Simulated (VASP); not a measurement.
Input of a VASP 6.6.1 run:

The input INCAR:

```
  ALGO = Normal
  EDIFF = 1E-6
  ENCUT = 520
  GGA = PS
  ISIF = 2
  ISMEAR = 0
  LASPH = True
  LCHARG = False
  LREAL = False
  LWAVE = False
  NBANDS = 28
  NELM = 100
  PREC = Accurate
  SIGMA = 0.01
```

KPOINTS

```
k-points
0
Gamma
  5 5 3
```

Contents of POSCAR:

```
PbS
1.0
    4.1165700000      0.0000000000      0.0000000000
   -2.0609705364      3.5635023521      0.0000000000
    0.0000000000      0.0000000000      7.5599450000
Pb S
2 2
Direct
    0.0010320000      0.9989680000      0.4867320000
    0.9989680000      0.0010320000      0.9867320000
    0.6671450000      0.3328550000      0.6924680000
    0.3328550000      0.6671450000      0.1924680000
```

Potentials or basis: VASP PAW PBE potentials, release 64 (Pb_d, S).

Launch:

```sh
$ cat potpaw_PBE.64/Pb_d/POTCAR potpaw_PBE.64/S/POTCAR > POTCAR
$ mpirun -np 1 vasp_std > vasp.out
```

Problem. Estimate the largest force.

Solution. 0.012 eV/Å.

Problem. What does it give for the pressure?

Solution. -1.9 GPa.

Problem. Estimate the band gap on the k mesh.

Solution. 0.72 eV (least direct gap 1.14 eV).

Stress tensor (GPa, compression positive):
```
-1.76  0.01  0.00
 0.01 -1.74  0.00
 0.00  0.00 -2.08
```

Caveat: the PAW data sets were made with another functional, which shifts forces and pressure a little; spin-orbit coupling is left out, which moves the levels of the heavy elements; an odd mesh through Γ misses points on the zone boundary, where band edges can lie.
